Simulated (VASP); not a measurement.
A run of VASP 6.6.1 is set up as follows.

File INCAR:

```
PREC = Accurate
ENCUT = 520
EDIFF = 1E-6
ISMEAR = -1
SIGMA = 0.05
LREAL = False
LASPH = True
NELM = 100
ALGO = Normal
ISIF = 2
LWAVE = False
LCHARG = False
GGA = PE
NBANDS = 20
```

KPOINTS

```
regular mesh
0
Gamma
  11 11 11
```

The input POSCAR:

```
Tl
1.0
    0.0000000000      3.0180846535      3.0180846535
    3.0180846535      0.0000000000      3.0180846535
    3.0180846535      3.0180846535      0.0000000000
Tl
2
Direct
   -0.1250000000     -0.1250000000     -0.1250000000
    0.1250000000      0.1250000000      0.1250000000
```

Potentials or basis: VASP PAW PBE potentials, release 64 (Tl_d).

Command:

```bash
$ cat potpaw_PBE.64/Tl_d/POTCAR > POTCAR
$ mpirun -np 1 vasp_std > vasp.out
```

Question: What does it give for the band gap on the k mesh?

Answer: Zero (bands 13 and 14 overlap by 5.25 eV).

Question: Estimate the pressure.

Answer: 25.9 GPa.

Caveat: the cell stands under pressure; spin-orbit coupling is left out, which moves the levels of the heavy elements.
